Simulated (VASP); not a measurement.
Set up this calculation in VASP 6.6.1, as the native input.

| Quantity | Value |
| --- | --- |
| Task | relaxation of cell and atoms |
| Functional | PBE |
| Potentials or basis | VASP PAW PBE potentials, release 64 (Ga_d, I, Cl) |
| Cutoff | 500 eV |
| k mesh | 6 × 6 × 6 |
| Occupations | gaussian, width 0.02 eV |
| Spin | no spin polarisation |
| Dipole correction | no |
| Further INCAR settings | ALGO = Normal; EDIFF = 1e-07; IBRION = 2; EDIFFG = -0.01; NSW = 100; ISIF = 3 |

The structure of Ga4ICl3 lies in POSCAR:

```
Ga4ICl3
1.0
   -3.7751944810      3.7751944810      3.7751944810
    3.7751944810     -3.7751944810      3.7751944810
    3.7751944810      3.7751944810     -3.7751944810
Ga I Cl
4 1 3
Direct
    0.5000000000      0.5000000000      0.5000000000
    0.0000000000      0.0000000000      0.5000000000
    0.0000000000      0.5000000000      0.0000000000
    0.5000000000      0.0000000000      0.0000000000
    0.0000000000      0.0000000000      0.0000000000
    0.5000000000      0.5000000000      0.0000000000
    0.5000000000      0.0000000000      0.5000000000
    0.0000000000      0.5000000000      0.5000000000
```

These files were run (other wordings do the same):

INCAR

```
PREC     = Accurate       # precision mode
ENCUT    = 500            # plane-wave cutoff, eV
EDIFF    = 1E-7           # SCF threshold, eV
ISMEAR   = 0              # smearing method
SIGMA    = 0.02           # smearing width, eV
LREAL    = F              # projectors in reciprocal space
LASPH    = T              # aspherical terms in the spheres
NELM     = 120            # most SCF steps
ALGO     = Normal         # electronic algorithm
ISIF     = 3              # what is computed and relaxed
LWAVE    = F              # write WAVECAR
LCHARG   = F              # write CHGCAR
GGA      = PE             # functional
IBRION   = 2              # ionic algorithm
NSW      = 100            # ionic steps
EDIFFG   = -0.01          # ionic threshold
GGA_COMPAT= F            
NELMIN   = 4
```

KPOINTS

```
Automatic mesh
0
Gamma
  6 6 6
```

Potentials or basis: VASP PAW PBE potentials, release 64 (Ga_d, I, Cl).

The run is started by

```console
$ cat potpaw_PBE.64/Ga_d/POTCAR potpaw_PBE.64/I/POTCAR potpaw_PBE.64/Cl/POTCAR > POTCAR
$ mpirun -np 1 vasp_std > vasp.out
```

Results of the run:

```yaml
Relaxed_volume: 26.99 Å³/atom
Relaxed_cell: a = 6.546 Å, b = 6.546 Å, c = 6.546 Å, α = 109.47°, β = 109.47°, γ = 109.47°
Space_group_after_relaxing_to_0.1_Å: Im-3m (No. 229)
Energy_gained_by_relaxing: 0.1 meV/atom
Ionic_steps: 2
Pressure_after_relaxing: 0.1 GPa
Band_gap_on_the_k_mesh: 1.20 eV
```

Caveat: spin-orbit coupling is left out, which moves the levels of the heavy elements.

It took 4.2 min on 1 thread of Intel(R) Xeon(R) Platinum 8259CL CPU @ 2.50GHz (Skylake/Cascade Lake), with other jobs on the host, peak memory 0.41 GiB.
